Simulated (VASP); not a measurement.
# In (P6_3/mmc) in VASP: notebook

Runs on In. Level: r2SCAN. Tasks: single point.

Everything below comes from runs of VASP 6.6.1. Logs are shortened: lines on timing, memory, paths and dates and some standing lists are left out, and cuts for length are marked.

## Step 1: The cell of the first run

It takes space group P6_3/mmc (No. 194, hexagonal). Conventional cell: a = 3.363 Å, b = 3.363 Å, c = 5.555 Å, α = 90.00°, β = 90.00°, γ = 120.00°. In (site symmetry -6m2) has 12 In at 3.36 to 3.39 Å within 4.4 Å.

This isn't the form of In at room conditions, which is tetragonal.

## Step 2: Single point, r2SCAN

The input, POSCAR:

```
In
1.0
    3.3630522419      0.0000000000      0.0000000000
   -1.6815256168      2.9124889339      0.0000000000
    0.0000000000      0.0000000000      5.5546751723
In
2
Direct
    0.3333333333      0.6666666667      0.2500000000
    0.6666666667      0.3333333333      0.7500000000
```

The input, INCAR.step1:

```
SYSTEM = In
PREC = Accurate
ENCUT = 520
ISMEAR = -1
SIGMA = 0.1
LREAL = .FALSE.
LASPH = .TRUE.
NELM = 80
NBANDS = 20
GGA = PE
ALGO = Normal
EDIFF = 1E-4
LWAVE = .TRUE.
LCHARG = .FALSE.
```

The input, INCAR.step2:

```
SYSTEM = In
PREC = Accurate
ENCUT = 520
EDIFF = 1E-6
ISMEAR = -1
SIGMA = 0.1
LREAL = .FALSE.
LASPH = .TRUE.
NELM = 80
ALGO = Normal
ISIF = 2
LWAVE = .FALSE.
LCHARG = .FALSE.
METAGGA = R2SCAN
LMIXTAU = .TRUE.
NBANDS = 20
ISTART = 1
```

The input, KPOINTS:

```
Automatic mesh
0
G
  8 8 4
  0 0 0
```

Potentials or basis: VASP PAW PBE potentials, release 64 (In_d).

Command:

```console
cat potpaw_PBE.64/In_d/POTCAR > POTCAR
cp INCAR.step1 INCAR
mpirun -np 1 vasp_std > vasp.out
cp INCAR.step2 INCAR
mpirun -np 1 vasp_std > vasp.out
```

OUTCAR:

```text
SYSTEM = In
   PREC = Accurate
   ENCUT = 520
   EDIFF = 1E-6
   ISMEAR = -1
   LREAL = .FALSE.
   LASPH = .TRUE.
   NELM = 80
   ISIF = 2
   METAGGA = R2SCAN
   ISTART = 1

 ion  position               nearest neighbor table
   1  0.333  0.667  0.250-   2 3.39   2 3.39   2 3.39   2 3.39   2 3.39   2 3.39
   2  0.667  0.333  0.750-   1 3.39   1 3.39   1 3.39   1 3.39   1 3.39   1 3.39

  LATTYP: Found a hexagonal cell.
 ALAT       =     3.3630522419
 C/A-ratio  =     1.6516767427

  Lattice vectors:

 A1 = (   3.3630522419,   0.0000000000,   0.0000000000)
 A2 = (  -1.6815256168,   2.9124889339,   0.0000000000)
 A3 = (   0.0000000000,   0.0000000000,   5.5546751723)

Analysis of symmetry for initial positions (statically):
=====================================================================
 Subroutine PRICEL returns:
 Original cell was already a primitive cell.

 Routine SETGRP: Setting up the symmetry group for a
 hexagonal supercell.

 Subroutine GETGRP returns: Found 24 space group operations
 (whereof 12 operations were pure point group operations)
 out of a pool of 24 trial point group operations.

The static configuration has the point symmetry D_3d.
 The point group associated with its full space group is D_6h.

Analysis of symmetry for dynamics (positions and initial velocities):
=====================================================================
 Subroutine PRICEL returns:
 Original cell was already a primitive cell.

 Routine SETGRP: Setting up the symmetry group for a
 hexagonal supercell.

 Subroutine GETGRP returns: Found 24 space group operations
 (whereof 12 operations were pure point group operations)
 out of a pool of 24 trial point group operations.

The dynamic configuration has the point symmetry D_3d.
 The point group associated with its full space group is D_6h.

 Subroutine INISYM returns: Found 24 space group operations
 (whereof 12 operations are pure point group operations),
 and found     1 'primitive' translations

----------------------------------------------------------------------------------------

                                     Primitive cell

  volume of cell :      54.4072

  direct lattice vectors                    reciprocal lattice vectors
     3.363052242  0.000000000  0.000000000     0.297348934  0.171674421  0.000000000
    -1.681525617  2.912488934  0.000000000     0.000000000  0.343348944  0.000000000
     0.000000000  0.000000000  5.554675172     0.000000000  0.000000000  0.180028529

  length of vectors
     3.363052242  3.363052213  5.554675172     0.343348941  0.343348944  0.180028529

  position of ions in fractional coordinates (direct lattice)
     0.333333333  0.666666667  0.250000000
     0.666666667  0.333333333  0.750000000

  ion indices of the primitive-cell ions
   primitive index   ion index
                 1           1
                 2           2

----------------------------------------------------------------------------------------

 KPOINTS: Automatic mesh

Automatic generation of k-mesh.
 Grid dimensions read from file:
 generate k-points for:    8    8    4

 Generating k-lattice:

  Cartesian coordinates                     Fractional coordinates (reciprocal lattice)
     0.037168617  0.021459303  0.000000000     0.125000000  0.000000000  0.000000000
     0.000000000  0.042918618  0.000000000     0.000000000  0.125000000  0.000000000
     0.000000000  0.000000000  0.045007132     0.000000000  0.000000000  0.250000000

  Length of vectors
     0.042918618  0.042918618  0.045007132

  Shift w.r.t. Gamma in fractional coordinates (k-lattice)
     0.000000000  0.000000000  0.000000000

 Subroutine IBZKPT returns following result:
 ===========================================

 Found     30 irreducible k-points:

 Following reciprocal coordinates:
            Coordinates               Weight
  0.000000  0.000000  0.000000      1.000000
  0.125000 -0.000000  0.000000      6.000000
  0.250000 -0.000000  0.000000      6.000000
  0.375000 -0.000000  0.000000      6.000000
  0.500000 -0.000000  0.000000      3.000000
  0.125000  0.125000  0.000000      6.000000
[... 16 lines left out ...]
  0.250000 -0.000000  0.500000      6.000000
  0.375000 -0.000000  0.500000      6.000000
 [... further k-points ...]
   k-points           NKPTS =     30   k-points in BZ     NKDIM =     30   number of bands    NBANDS=     20
   number of dos      NEDOS =    301   number of ions     NIONS =      2
   total plane-waves  NPLWV =  32928
   dimension x,y,z NGX =    28 NGY =   28 NGZ =   42
   dimension x,y,z NGXF=    56 NGYF=   56 NGZF=   84
   ions per type =               2
   NGX,Y,Z   is equivalent  to a cutoff of  13.84, 13.84, 12.57 a.u.
   NGXF,Y,Z  is equivalent  to a cutoff of  27.68, 27.68, 25.14 a.u.
 SYSTEM =  In
   PREC   = accura    normal or accurate (medium, high low for compatibility)
   ISTART =      1    job   : 0-new  1-cont  2-samecut
   ICHARG =      0    charge: 1-file 2-atom 10-const
   ISPIN  =      1    spin polarized calculation?
   LNONCOLLINEAR =      F non collinear calculations
   LSORBIT =      F    spin-orbit coupling
   LASPH  =      T    aspherical Exc in radial PAW
   ENCUT  =  520.0 eV  38.22 Ry    6.18 a.u.   6.25  6.25 10.33*2*pi/ulx,y,z
   NELM   =     80;   NELMIN=  2; NELMDL=  0     # of ELM steps
   EDIFF  = 0.1E-05   stopping-criterion for ELM
   LREAL  =      F    real-space projection
[... 7 lines left out ...]
   TEBEG  =    0.0;   TEEND  =   0.0 temperature during run
   PSTRESS=    0.0 pullay stress
   NELECT =      26.0000    total number of electrons
   NUPDOWN=      -1.0000    fix difference up-down
   EMIN   =  10.00;   EMAX   =-10.00  energy-range for DOS
   EFERMI =   0.00;   METHOD = LEGACY
   ISMEAR =    -1;   SIGMA  =   0.10  broadening in eV -4-tet -1-fermi 0-gaus
   EFERMI_NEDOS =   21; number of points for ismear=-14 and -15
   IALGO  =     38    algorithm
   IMIX   =      4    mixing-type and parameters
     AMIX     =   0.40;   BMIX     =  1.00
     AMIX_MAG =   1.60;   BMIX_MAG =  1.00
  volume/ion in A,a.u.               =      27.20       183.58
  Fermi-wavevector in a.u.,A,eV,Ry     =   1.279913  2.418685 22.288753  1.638177
  Thomas-Fermi vector in A             =   2.412371
   LORBIT       =      0    0 simple, 1 ext, 2 COOP (PROOUT), +10 PAW based schemes
   METAGGA = R2SCAN    functional components
   LHFCALC =     F    Hartree Fock is set to
   AEXX    =    0.0000 exact exchange contribution
   IVDW    =     0    specifies the selected vdW correction
   LEPSILON=     F    determine dielectric tensor
   LRPA    =     F    only Hartree local field effects (RPA)
 non-spin polarized calculation
  energy-cutoff  :      520.00
  volume of cell :       54.41
 maximum number of plane-waves:      1496
 NGX is ok and might be reduce to    28
   NGX = 13   NGY = 13   NGZ = 21

 number of electron      26.0000012 magnetization

 Free energy of the ion-electron system (eV)
  ---------------------------------------------------
  ext. energy  EPLUGINS =         0.00000000
  ---------------------------------------------------
  free energy    TOTEN  =       -45.05115343 eV

  energy without entropy =      -45.00314125  energy(sigma->0) =      -45.02714734

 E-fermi :   7.1082     XC(G=0): -10.8725

 val. band max:        6.9491099166   @ k =   0.2500   0.2500   0.0000
 cond. band min:       7.1494610414   @ k =   0.2500   0.2500   0.5000
 fundamental gap:      0.2003511248
 Fermi energy:         7.1082393997

 k-point     1 :       0.0000    0.0000    0.0000
  band No.  band energies     occupation
      1      -8.2121      2.00000
      2      -8.1576      2.00000
      3      -8.1117      2.00000
      4      -8.1117      2.00000
      5      -8.0857      2.00000
      6      -8.0857      2.00000
[... 12 lines left out ...]
     19      18.5606      0.00000
     20      18.8718      0.00000

 k-point     2 :       0.1250   -0.0000    0.0000
  band No.  band energies     occupation
      1      -8.2013      2.00000
      2      -8.1540      2.00000
      3      -8.0998      2.00000
      4      -8.0763      2.00000
      5      -8.0695      2.00000
      6      -8.0534      2.00000
[... 12 lines left out ...]
     19      18.1855      0.00000
     20      19.4480      0.00000

 k-point     3 :       0.2500   -0.0000    0.0000
  band No.  band energies     occupation
      1      -8.2482      2.00000
      2      -8.1271      2.00000
      3      -8.1183      2.00000
      4      -8.0867      2.00000
      5      -8.0812      2.00000
      6      -7.9892      2.00000
[... 12 lines left out ...]
     19      17.1270      0.00000
     20      18.9212      0.00000

 k-point     4 :       0.3750   -0.0000    0.0000
  band No.  band energies     occupation
      1      -8.3044      2.00000
      2      -8.1924      2.00000
      3      -8.1577      2.00000
      4      -8.1130      2.00000
      5      -8.0231      2.00000
      6      -8.0026      2.00000
[... 12 lines left out ...]
     19      16.0524      0.00000
     20      18.1437      0.00000

 k-point     5 :       0.5000   -0.0000    0.0000
  band No.  band energies     occupation
      1      -8.3275      2.00000
      2      -8.2245      2.00000
      3      -8.1722      2.00000
      4      -8.1255      2.00000
      5      -8.0208      2.00000
      6      -7.9972      2.00000
[... 12 lines left out ...]
     19      15.6593      0.00000
     20      17.8396      0.00000
[... 353 lines left out ...]
      6      -8.1250      2.00000
[... 12 lines left out ...]
     19      18.8306      0.00000
     20      18.8306      0.00000

 k-point    22 :       0.1250   -0.0000    0.5000
  band No.  band energies     occupation
      1      -8.1741      2.00000
      2      -8.1741      2.00000
      3      -8.1218      2.00000
      4      -8.1218      2.00000
      5      -8.0882      2.00000
      6      -8.0882      2.00000
[... 12 lines left out ...]
     19      17.6787      0.00000
     20      17.6787      0.00000

 k-point    23 :       0.2500   -0.0000    0.5000
  band No.  band energies     occupation
      1      -8.2062      2.00000
      2      -8.2062      2.00000
      3      -8.1222      2.00000
      4      -8.1222      2.00000
      5      -8.0133      2.00000
      6      -8.0133      2.00000
[... 12 lines left out ...]
     19      16.6214      0.00000
     20      16.6214      0.00000

 k-point    24 :       0.3750   -0.0000    0.5000
  band No.  band energies     occupation
      1      -8.2391      2.00000
      2      -8.2391      2.00000
      3      -8.1753      2.00000
      4      -8.1753      2.00000
      5      -7.9865      2.00000
      6      -7.9865      2.00000
[... 12 lines left out ...]
     19      16.0192      0.00000
     20      16.0192      0.00000

 [... further k-points ...]

------------------------ aborting loop because EDIFF is reached ----------------------------------------

  FORCE on cell =-STRESS in cart. coord.  units (eV):
  Direction    XX          YY          ZZ          XY          YZ          ZX
  --------------------------------------------------------------------------------------
  -------------------------------------------------------------------------------------
  Total       -0.5512311     -0.5512312      0.0059232     -0.0000001      0.0000000      0.0000000
  in kB      -16.2325860    -16.2325889      0.1744271     -0.0000028      0.0000000      0.0000000
  external PRESSURE =     -10.7635826 kB  Pullay stress =       0.0000000 kB

 VOLUME and BASIS-vectors are now :
 -----------------------------------------------------------------------------
  energy-cutoff  :      520.00
  volume of cell :       54.41
      direct lattice vectors                 reciprocal lattice vectors
     3.363052242  0.000000000  0.000000000     0.297348934  0.171674421  0.000000000
    -1.681525617  2.912488934  0.000000000     0.000000000  0.343348944  0.000000000
     0.000000000  0.000000000  5.554675172     0.000000000  0.000000000  0.180028529

 POSITION                                       TOTAL-FORCE (eV/Angst)
 -----------------------------------------------------------------------------------
      0.00000      1.94166      1.38867        -0.000000     -0.000000      0.000000
      1.68153      0.97083      4.16601         0.000000      0.000000      0.000000
 -----------------------------------------------------------------------------------
    total drift:                               -0.000000      0.000000     -0.000000

  FREE ENERGIE OF THE ION-ELECTRON SYSTEM (eV)
  ---------------------------------------------------
  free  energy   TOTEN  =       -45.0511534320 eV

  energy  without entropy=      -45.0031412476  energy(sigma->0) =      -45.02714734
```

Run time: 55 s. Hardware: 1 thread of Intel Xeon 6975P-C (Granite Rapids), shared host; peak memory 0.18 GiB.

Results:

```yaml
Free_energy: -45.0512 eV
Pressure: -1.1 GPa
Band_gap_on_the_k_mesh: zero (bands 13 and 14 overlap by 6.40 eV)
```

Levels at points of the mesh, in eV from the Fermi level:
```tsv
k point	band 10	band 11	band 12	band 13	band 14	band 15	band 16	band 17
(0.00, 0.00, 0.00)	-14.96	-9.82	-4.66	-3.50	8.62	8.62	10.48	10.48
(0.50, 0.00, 0.00)	-14.91	-5.05	-4.26	0.06	0.26	0.85	3.02	4.20
(0.00, 0.00, 0.50)	-15.02	-8.42	-8.42	2.96	2.96	9.66	9.66	9.66
(0.50, 0.00, 0.50)	-14.91	-3.73	-3.73	-2.76	-2.76	5.75	5.75	6.22
```

Caveat: the PAW data sets were made with another functional, which shifts forces and pressure a little; spin-orbit coupling is left out, which moves the levels of the heavy elements.

(Part 1 of 2 ends here.)
